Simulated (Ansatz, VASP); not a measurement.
**C: VASP beside Ansatz**

```
C
1.0
     2.47000    0.00000    0.00000
    -1.23500    2.13908    0.00000
     0.00000    0.00000   25.21895
C
8
Direct
  0.00000 0.00000 0.29740
  0.66667 0.33333 0.29874
  0.00000 0.00000 0.43202
  0.33333 0.66667 0.43336
  0.00000 0.00000 0.56664
  0.66667 0.33333 0.56798
  0.00000 0.00000 0.70126
  0.33333 0.66667 0.70260
```

Alike in both runs: functional revPBE; k mesh 12 × 12 × 1; occupations fermi-dirac, width 0.05 eV; no spin polarisation.

```csv
,VASP,Ansatz
version,VASP 6.6.1,Ansatz 0.2.0
potentials or method,"VASP PAW PBE potentials, release 64 (C)",Ansatz PAW
plane-wave cutoff (eV),520,420
valence electrons in the cell,32,32
task,single point,projected density of states
```

|  | VASP | Ansatz | Ansatz less VASP |
| --- | --- | --- | --- |
| gap on the k mesh at the Fermi level (eV) | 0.01 | 0.01 | 0.000 |
| least direct gap on the mesh (eV) | 0.01 | 0.01 | 0.000 |
| rms of the force components (eV/Å) | 0.323 | 0.325 | +0.0011 |

VASP's potentials were made for PBE, not for revPBE. Atom by atom the forces differ by 0.001 eV/Å (rms over components). With one functional, cell and mesh, what is left measures potentials, basis and numerics.
